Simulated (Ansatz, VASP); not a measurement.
## One calculation of Fe, two programs

File INCAR:

```
PREC = Accurate
ENCUT = 520
EDIFF = 1E-8
ISMEAR = -1
SIGMA = 0.05
LREAL = False
LASPH = True
NELM = 150
ALGO = Normal
ISIF = 2
LWAVE = False
LCHARG = False
ISPIN = 2
MAGMOM = 3
LORBIT = 11
LMAXMIX = 4
GGA = CA
LEFG = True
NBANDS = 14
```

File KPOINTS:

```
Automatic mesh
0
Gamma
  16 16 16
```

Contents of POSCAR:

```
Fe
1.0
    0.0000000000      1.9287074879      1.9519161397
    1.4883827645      0.0000000000      1.9519161397
    1.4883827645      1.9287074879      0.0000000000
Fe
1
Direct
    0.0000000000      0.0000000000      0.0000000000
```

Input for Ansatz:

```yaml
crystal:
  lattice:
    - [0.0, 1.9287074879, 1.9519161397]
    - [1.4883827645, 0.0, 1.9519161397]
    - [1.4883827645, 1.9287074879, 0.0]
  atoms:
    - { symbol: Fe, position: [0.0, 0.0, 0.0], spin: 3.0 }
magnetization:
  spin_polarized: true
kpoints:
  mp_grid: { grid: [16, 16, 16] }
scf:
  occupations: { method: fermi_dirac, width: 0.05 }
hamiltonian:
  xc: lda
  pseudopotentials: { kind: all_electron, datasets: crystal }
output:
  forces: true
  stress: true
  eigenvalues: true
  efg: { contact_densities: true }
```

Change from the starting cell: volume scaled by 0.98, crystal datasets.

Alike in both runs: task electric field gradients; functional LDA; k mesh 16 × 16 × 16; occupations fermi-dirac, width 0.05 eV; collinear spin.

|  | VASP | Ansatz |
| --- | --- | --- |
| version | VASP 6.6.1 | Ansatz 0.2.0 |
| potentials or method | VASP PAW LDA potentials, release 64 (Fe), cutoff 520 eV | all-electron PAW with datasets made for the crystal, scalar-relativistic |

Ansatz gave:

```
pressure (GPa)                                                : -15.0
traceless stress, the component that is largest in VASP (GPa) : -5.97
net moment per atom (μB)                                      : 2.13
size of the moment on the site where the two differ most (μB) : 2.14
size of Vzz on the site where it differs most (V/Å²)          : 9.6
```

Problem. What did VASP give for the same quantities?

Solution. Pressure (GPa): -15.9; traceless stress, the component that is largest in VASP (GPa): -6.09; net moment per atom (μB): 2.09; size of the moment on the site where the two differ most (μB): 2.06; size of Vzz on the site where it differs most (V/Å²): 9.2.

LDA's correlation is that of Perdew and Zunger in VASP and of Perdew and Wang (1992) in Ansatz. Site moments also hang on the region over which each program counts them. Ansatz ran all-electron here, and VASP with PAW potentials. Ansatz's warnings: printed levels off.
